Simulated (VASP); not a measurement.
# MgI2 (P-3m1) in VASP: a series of runs

MgI2 is run at these levels: PBEsol; tasks: single point.

Program: VASP 6.6.1. These are calculated values, not measurements. Logs are shortened: lines on timing, memory, paths and dates and some standing lists are left out, and cuts for length are marked.

## (1) The cell of the first run

Symmetry: P-3m1, No. 164, trigonal system. The conventional cell has a = 4.385 Å, b = 4.385 Å, c = 6.157 Å, α = 90.00°, β = 90.00°, γ = 120.00°. Within 3.9 Å of Mg (site symmetry -3m) lie 6 I at 2.94 Å. Within 3.9 Å of I (site symmetry 3m) lie 3 Mg at 2.94 Å.

## (2) Single point, PBEsol

INCAR

```
ALGO = Normal
EDIFF = 1E-7
ENCUT = 520
GGA = PS
ISIF = 2
ISMEAR = 0
LASPH = T
LCHARG = F
LREAL = F
LWAVE = F
NBANDS = 15
NELM = 80
PREC = Accurate
SIGMA = 0.05
```

KPOINTS

```
k-points
0
Gamma
  6 6 4
```

POSCAR

```
MgI2
1.0
    4.3849249435      0.0000000000      0.0000000000
   -2.1924624717      3.7974563947      0.0000000000
    0.0000000000      0.0000000000      6.1573900307
Mg I
1 2
Direct
    0.0000000000      0.0000000000      0.0000000000
    0.3333333333      0.6666666667      0.7576300000
    0.6666666667      0.3333333333      0.2423700000
```

Potentials or basis: VASP PAW PBE potentials, release 64 (Mg, I).

Command:

```
> cat potpaw_PBE.64/Mg/POTCAR potpaw_PBE.64/I/POTCAR > POTCAR
> mpirun -np 1 vasp_std > vasp.out
```

OUTCAR:

```text
EDIFF = 1E-7
   ENCUT = 520
   GGA = PS
   ISIF = 2
   ISMEAR = 0
   LASPH = T
   LREAL = F
   NELM = 80
   PREC = Accurate

 ion  position               nearest neighbor table
   1  0.000  0.000  0.000-   2 2.94   3 2.94   2 2.94   3 2.94   3 2.94   2 2.94
   2  0.333  0.667  0.758-   1 2.94   1 2.94   1 2.94
   3  0.667  0.333  0.242-   1 2.94   1 2.94   1 2.94

  LATTYP: Found a hexagonal cell.
 ALAT       =     4.3849249435
 C/A-ratio  =     1.4042178851

  Lattice vectors:

 A1 = (   4.3849249435,   0.0000000000,   0.0000000000)
 A2 = (  -2.1924624717,   3.7974563947,   0.0000000000)
 A3 = (   0.0000000000,   0.0000000000,   6.1573900307)

Analysis of symmetry for initial positions (statically):
=====================================================================
 Subroutine PRICEL returns:
 Original cell was already a primitive cell.

 Routine SETGRP: Setting up the symmetry group for a
 hexagonal supercell.

 Subroutine GETGRP returns: Found 12 space group operations
 (whereof 12 operations were pure point group operations)
 out of a pool of 24 trial point group operations.

The static configuration has the point symmetry D_3d.

Analysis of symmetry for dynamics (positions and initial velocities):
=====================================================================
 Subroutine PRICEL returns:
 Original cell was already a primitive cell.

 Routine SETGRP: Setting up the symmetry group for a
 hexagonal supercell.

 Subroutine GETGRP returns: Found 12 space group operations
 (whereof 12 operations were pure point group operations)
 out of a pool of 24 trial point group operations.

The dynamic configuration has the point symmetry D_3d.

 Subroutine INISYM returns: Found 12 space group operations
 (whereof 12 operations are pure point group operations),
 and found     1 'primitive' translations

----------------------------------------------------------------------------------------

                                     Primitive cell

  volume of cell :     102.5302

  direct lattice vectors                    reciprocal lattice vectors
     4.384924943  0.000000000  0.000000000     0.228054075  0.131667081  0.000000000
    -2.192462472  3.797456395  0.000000000     0.000000000  0.263334163  0.000000000
     0.000000000  0.000000000  6.157390031     0.000000000  0.000000000  0.162406473

  length of vectors
     4.384924943  4.384924943  6.157390031     0.263334163  0.263334163  0.162406473

  position of ions in fractional coordinates (direct lattice)
     0.000000000  0.000000000  0.000000000
     0.333333333  0.666666667  0.757630000
     0.666666667  0.333333333  0.242370000

  ion indices of the primitive-cell ions
   primitive index   ion index
                 1           1
                 2           2
                 3           3

----------------------------------------------------------------------------------------

 KPOINTS: k-points

Automatic generation of k-mesh.
 Grid dimensions read from file:
 generate k-points for:    6    6    4

 Generating k-lattice:

  Cartesian coordinates                     Fractional coordinates (reciprocal lattice)
     0.038009012  0.021944514  0.000000000     0.166666667 -0.000000000  0.000000000
     0.000000000  0.043889027  0.000000000     0.000000000  0.166666667  0.000000000
     0.000000000  0.000000000  0.040601618     0.000000000  0.000000000  0.250000000

  Length of vectors
     0.043889027  0.043889027  0.040601618

  Shift w.r.t. Gamma in fractional coordinates (k-lattice)
     0.000000000  0.000000000  0.000000000

 Subroutine IBZKPT returns following result:
 ===========================================

 Found     24 irreducible k-points:

 Following reciprocal coordinates:
            Coordinates               Weight
  0.000000  0.000000  0.000000      1.000000
  0.166667 -0.000000  0.000000      6.000000
  0.333333  0.000000  0.000000      6.000000
  0.500000  0.000000  0.000000      3.000000
  0.166667  0.166667  0.000000      6.000000
  0.333333  0.166667  0.000000     12.000000
[... 16 lines left out ...]
  0.333333  0.166667  0.500000     12.000000
  0.333333  0.333333  0.500000      2.000000
   k-points           NKPTS =     24   k-points in BZ     NKDIM =     24   number of bands    NBANDS=     15
   number of dos      NEDOS =    301   number of ions     NIONS =      3
   total plane-waves  NPLWV =  62208
   dimension x,y,z NGX =    36 NGY =   36 NGZ =   48
   dimension x,y,z NGXF=    72 NGYF=   72 NGZF=   96
   ions per type =               1   2
   NGX,Y,Z   is equivalent  to a cutoff of  13.65, 13.65, 12.96 a.u.
   NGXF,Y,Z  is equivalent  to a cutoff of  27.30, 27.30, 25.92 a.u.
 SYSTEM =  unknown system
   PREC   = accura    normal or accurate (medium, high low for compatibility)
   ISTART =      0    job   : 0-new  1-cont  2-samecut
   ICHARG =      2    charge: 1-file 2-atom 10-const
   ISPIN  =      1    spin polarized calculation?
   LNONCOLLINEAR =      F non collinear calculations
   LSORBIT =      F    spin-orbit coupling
   LASPH  =      T    aspherical Exc in radial PAW
   ENCUT  =  520.0 eV  38.22 Ry    6.18 a.u.   8.15  8.15 11.45*2*pi/ulx,y,z
   NELM   =     80;   NELMIN=  2; NELMDL= -5     # of ELM steps
   EDIFF  = 0.1E-06   stopping-criterion for ELM
   LREAL  =      F    real-space projection
   EDIFFG = 0.1E-05   stopping-criterion for IOM
   NSW    =      0    number of steps for IOM
   IBRION =     -1    ionic relax: 0-MD 1-quasi-New 2-CG
   NFREE  =      0    steps in history (QN), initial steepest desc. (CG)
   ISIF   =      2    stress and relaxation
   ISYM   =      2    0-nonsym 1-usesym 2-fastsym
   POTIM  = 0.5000    time-step for ionic-motion
   TEBEG  =    0.0;   TEEND  =   0.0 temperature during run
   PSTRESS=    0.0 pullay stress
   NELECT =      16.0000    total number of electrons
   NUPDOWN=      -1.0000    fix difference up-down
   EMIN   =  10.00;   EMAX   =-10.00  energy-range for DOS
   EFERMI =   0.00;   METHOD = LEGACY
   ISMEAR =     0;   SIGMA  =   0.05  broadening in eV -4-tet -1-fermi 0-gaus
   EFERMI_NEDOS =   21; number of points for ismear=-14 and -15
   IALGO  =     38    algorithm
   IMIX   =      4    mixing-type and parameters
     AMIX     =   0.40;   BMIX     =  1.00
     AMIX_MAG =   1.60;   BMIX_MAG =  1.00
  volume/ion in A,a.u.               =      34.18       230.64
  Fermi-wavevector in a.u.,A,eV,Ry     =   0.881382  1.665571 10.569477  0.776835
  Thomas-Fermi vector in A             =   2.001871
   LORBIT       =      0    0 simple, 1 ext, 2 COOP (PROOUT), +10 PAW based schemes
   GGA     = PS    functional components
   LHFCALC =     F    Hartree Fock is set to
   AEXX    =    0.0000 exact exchange contribution
   IVDW    =     0    specifies the selected vdW correction
   LEPSILON=     F    determine dielectric tensor
   LRPA    =     F    only Hartree local field effects (RPA)
 non-spin polarized calculation
 Gauss-broadening in eV      SIGMA  =   0.05
  energy-cutoff  :      520.00
  volume of cell :      102.53
 maximum number of plane-waves:      2778
 NGX is ok and might be reduce to    36

 number of electron      16.0000000 magnetization

 Free energy of the ion-electron system (eV)
  ---------------------------------------------------
  ext. energy  EPLUGINS =         0.00000000
  ---------------------------------------------------
  free energy    TOTEN  =        -8.25692897 eV

  energy without entropy =       -8.25692897  energy(sigma->0) =       -8.25692897

 E-fermi :   3.0713     XC(G=0):  -8.3949

 val. band max:        2.8639955608   @ k =   0.0000   0.0000   0.0000
 cond. band min:       5.3817119160   @ k =   0.0000   0.0000   0.0000
 fundamental gap:      2.5177163551
 Fermi energy:         3.0712810669

 k-point     1 :       0.0000    0.0000    0.0000
  band No.  band energies     occupation
      1      -9.8515      2.00000
      2      -8.8352      2.00000
      3      -1.0743      2.00000
      4       1.2630      2.00000
      5       1.2630      2.00000
      6       1.8687      2.00000
      7       1.8687      2.00000
      8       2.8640      2.00000
      9       5.3817      0.00000
     10       6.3857      0.00000
     11       8.3725      0.00000
     12       8.3725      0.00000
     13      10.0963      0.00000
     14      10.0963      0.00000
     15      10.5130      0.00000

 k-point     2 :       0.1667   -0.0000    0.0000
  band No.  band energies     occupation
      1      -9.7304      2.00000
      2      -8.8199      2.00000
      3      -0.9078      2.00000
      4       0.4768      2.00000
      5       0.9582      2.00000
      6       1.2265      2.00000
      7       1.9305      2.00000
      8       2.6371      2.00000
      9       6.2839      0.00000
     10       7.0628      0.00000
     11       7.9933      0.00000
     12       8.7407      0.00000
     13       9.3842      0.00000
     14      10.0649      0.00000
     15      10.2866      0.00000

 k-point     3 :       0.3333    0.0000    0.0000
  band No.  band energies     occupation
      1      -9.4333      2.00000
      2      -8.8297      2.00000
      3      -0.9063      2.00000
      4      -0.2748      2.00000
      5       0.4882      2.00000
      6       0.5470      2.00000
      7       1.8821      2.00000
      8       2.0113      2.00000
      9       5.9457      0.00000
     10       7.6153      0.00000
     11       8.4255      0.00000
     12       9.0322      0.00000
     13       9.9958      0.00000
     14      10.0912      0.00000
     15      11.1650      0.00000

 k-point     4 :       0.5000    0.0000    0.0000
  band No.  band energies     occupation
      1      -9.2117      2.00000
      2      -8.8997      2.00000
      3      -1.3049      2.00000
      4      -0.2528      2.00000
      5       0.3833      2.00000
      6       0.5229      2.00000
      7       1.4822      2.00000
      8       1.8295      2.00000
      9       5.5930      0.00000
     10       7.5511      0.00000
     11       8.0596      0.00000
     12       8.9509      0.00000
     13      11.3212      0.00000
     14      11.3875      0.00000
     15      12.4298      0.00000
[... 307 lines left out ...]
 k-point    22 :       0.1667    0.1667    0.5000
  band No.  band energies     occupation
      1      -9.3263      2.00000
      2      -9.0438      2.00000
      3      -0.7648      2.00000
      4      -0.3435      2.00000
      5       0.5975      2.00000
      6       1.1672      2.00000
      7       1.7634      2.00000
      8       1.8660      2.00000
      9       6.4442      0.00000
     10       7.7736      0.00000
     11       8.5873      0.00000
     12       9.1267      0.00000
     13       9.4350      0.00000
     14      10.1143      0.00000
     15      10.9362      0.00000

 k-point    23 :       0.3333    0.1667    0.5000
  band No.  band energies     occupation
      1      -9.1182      2.00000
      2      -8.9855      2.00000
      3      -1.2434      2.00000
      4      -0.7854      2.00000
      5       0.0619      2.00000
      6       0.7106      2.00000
      7       1.9765      2.00000
      8       2.0476      2.00000
      9       6.4917      0.00000
     10       8.0402      0.00000
     11       9.0254      0.00000
     12       9.1873      0.00000
     13       9.4247      0.00000
     14      10.5387      0.00000
     15      11.2146      0.00000

 k-point    24 :       0.3333    0.3333    0.5000
  band No.  band energies     occupation
      1      -9.0059      2.00000
      2      -9.0059      2.00000
      3      -0.9869      2.00000
      4      -0.6990      2.00000
      5      -0.6990      2.00000
      6       0.1613      2.00000
      7       2.1996      2.00000
      8       2.1996      2.00000
      9       7.3190      0.00000
     10       8.5537      0.00000
     11       8.5537      0.00000
     12       9.5780      0.00000
     13      10.2583      0.00000
     14      10.4666      0.00000
     15      10.4666      0.00000

------------------------ aborting loop because EDIFF is reached ----------------------------------------

  FORCE on cell =-STRESS in cart. coord.  units (eV):
  Direction    XX          YY          ZZ          XY          YZ          ZX
  --------------------------------------------------------------------------------------
  -------------------------------------------------------------------------------------
  Total       -1.0346707     -1.0346707      1.5011642     -0.0000000      0.0000000      0.0000000
  in kB      -16.1681787    -16.1681787     23.4577934     -0.0000000      0.0000000      0.0000000
  external PRESSURE =      -2.9595213 kB  Pullay stress =       0.0000000 kB

 VOLUME and BASIS-vectors are now :
 -----------------------------------------------------------------------------
  energy-cutoff  :      520.00
  volume of cell :      102.53
      direct lattice vectors                 reciprocal lattice vectors
     4.384924943  0.000000000  0.000000000     0.228054075  0.131667081  0.000000000
    -2.192462472  3.797456395  0.000000000     0.000000000  0.263334163  0.000000000
     0.000000000  0.000000000  6.157390031     0.000000000  0.000000000  0.162406473

 POSITION                                       TOTAL-FORCE (eV/Angst)
 -----------------------------------------------------------------------------------
      0.00000      0.00000      0.00000         0.000000      0.000000      0.000000
     -0.00000      2.53164      4.66502         0.000000      0.000000     -0.255426
      2.19246      1.26582      1.49237        -0.000000     -0.000000      0.255426
 -----------------------------------------------------------------------------------
    total drift:                               -0.000000      0.000000      0.000000

  FREE ENERGIE OF THE ION-ELECTRON SYSTEM (eV)
  ---------------------------------------------------
  free  energy   TOTEN  =        -8.2569289699 eV

  energy  without entropy=       -8.2569289699  energy(sigma->0) =       -8.25692897
```

Run time: 44 s. Hardware: 1 thread of Intel Xeon Platinum 8259CL at 2.50GHz (Skylake/Cascade Lake), shared host; peak memory 0.24 GiB.

Results:

```
Free energy            : -8.2569 eV
Pressure               : -0.3 GPa
Largest force          : 0.255 eV/Å
Band gap on the k mesh : 2.52 eV, direct
```

Forces in eV/Å, atoms in the order of the input:
```
Mg   0.000  0.000  0.000
I    0.000  0.000 -0.255
I    0.000  0.000  0.255
```

Levels at points of the mesh, in eV from the valence-band top:
```csv
k point,band 6,band 7,band 8,band 9,band 10,band 11
"(0.00, 0.00, 0.00)",-1.00,-1.00,0.00,2.52,3.52,5.51
"(0.50, 0.00, 0.00)",-2.34,-1.38,-1.03,2.73,4.69,5.20
"(0.00, 0.00, 0.50)",-1.41,-1.19,-1.19,3.48,3.81,5.13
"(0.50, 0.00, 0.50)",-1.50,-1.26,-1.15,2.95,4.59,5.82
```

Caveat: the PAW data sets were made with another functional, which shifts forces and pressure a little; spin-orbit coupling is left out, which moves the levels of the heavy elements; this functional lacks dispersion, which binds the layers, so the pressure and a relaxed spacing across them are unreliable. A k mesh can miss the band edges.

## (3) Single point, PBEsol

This run uses another cell than the first one, of the same volume but with other edges.

INCAR

```
PREC = Accurate
ENCUT = 520
EDIFF = 1E-7
ISMEAR = 0
SIGMA = 0.05
LREAL = False
LASPH = True
NELM = 60
ALGO = Normal
ISIF = 2
LWAVE = False
LCHARG = False
GGA = PS
NBANDS = 15
```

KPOINTS

```
Automatic mesh
0
Gamma
  6 6 4
```

POSCAR

```
MgI2
1.0
    3.9087814674      0.0000000000      0.0000000000
   -1.9543907337      3.3851040486      0.0000000000
    0.0000000000      0.0000000000      7.7488670762
Mg I
1 2
Direct
    0.0000000000      0.0000000000      0.0000000000
    0.3333333333      0.6666666667      0.7576300000
    0.6666666667      0.3333333333      0.2423700000
```

Potentials or basis: VASP PAW PBE potentials, release 64 (Mg, I).

Command:

```
> cat potpaw_PBE.64/Mg/POTCAR potpaw_PBE.64/I/POTCAR > POTCAR
> mpirun -np 1 vasp_std > vasp.out
```

It took 76 s on 1 thread of Intel Xeon Platinum 8259CL at 2.50GHz (Skylake/Cascade Lake), shared host; peak memory 0.23 GiB.

It converged, with:

| Quantity | Value |
| --- | --- |
| Free energy | -8.2100 eV |
| Pressure | 0.2 GPa |
| Largest force | 0.628 eV/Å |
| Band gap on the k mesh | 2.83 eV, indirect (least direct gap 3.01 eV) |

Forces on the atoms (eV/Å):
```
Mg   0.000  0.000  0.000
I    0.000  0.000  0.628
I    0.000  0.000 -0.628
```

Stress tensor (GPa, compression positive):
```
 2.32  0.00  0.00
 0.00  2.32  0.00
 0.00  0.00 -3.96
```

Levels at points of the mesh, in eV from the valence-band top:
```csv
k point,band 6,band 7,band 8,band 9,band 10,band 11
"(0.00, 0.00, 0.00)",-0.22,0.00,0.00,3.01,4.99,6.22
"(0.50, 0.00, 0.00)",-1.60,-1.29,-0.76,3.11,4.60,4.63
"(0.00, 0.00, 0.50)",-0.17,-0.04,-0.04,4.41,4.92,6.52
"(0.50, 0.00, 0.50)",-1.60,-1.21,-0.86,2.83,4.12,4.71
```

Caveat: the PAW data sets were made with another functional, which shifts forces and pressure a little; spin-orbit coupling is left out, which moves the levels of the heavy elements; this functional lacks dispersion, which binds the layers, so the pressure and a relaxed spacing across them are unreliable. A k mesh can miss the band edges.

(Continued in part 2 of 2.)
